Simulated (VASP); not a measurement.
Write the native input for VASP 6.6.1 that does the following.

```yaml
Task: single point
Functional: LDA
Potentials_or_basis: VASP PAW LDA potentials, release 64 (Cd)
Cutoff: 500 eV
k_mesh: 18 × 18 × 18
Occupations: gaussian, width 0.05 eV
Spin: no spin polarisation
Dipole_correction: no
Further_INCAR_settings: ALGO = Normal; EDIFF = 1e-06; NBANDS = 12
```

The structure of Cd lies in POSCAR:

```
Cd
1.0
    0.0000000000      2.0297004243      2.0297004243
    2.0297004243      0.0000000000      2.0297004243
    2.0297004243      2.0297004243      0.0000000000
Cd
1
Direct
    0.0000000000      0.0000000000      0.0000000000
```

This isn't the form of Cd at room conditions, which is hcp.

These files were run (other wordings do the same):

INCAR

```
PREC = Accurate ; ENCUT = 500
EDIFF = 1E-6 ; ISMEAR = 0
SIGMA = 0.05 ; LREAL = F
LASPH = T ; NELM = 120
ALGO = Normal ; ISIF = 2
LWAVE = F ; LCHARG = T
GGA = CA ; LELF = T
LVHAR = T ; NBANDS = 12
GGA_COMPAT = F
```

KPOINTS

```
Automatic mesh
0
Gamma
  18 18 18
```

Potentials or basis: VASP PAW LDA potentials, release 64 (Cd).

Launch:

```sh
$ cat potpaw_LDA.64/Cd/POTCAR > POTCAR
$ mpirun -np 1 vasp_std > vasp.out
```

It gave:

```json
{
  "Pressure": "21.5 GPa",
  "Band gap on the k mesh": "zero (bands 6 and 7 overlap by 2.51 eV)"
}
```

Caveat: the cell stands under pressure.

Run time: 11 s on 1 thread of Intel(R) Xeon(R) 6975P-C (Granite Rapids) (shared host), peak memory 0.15 GiB.
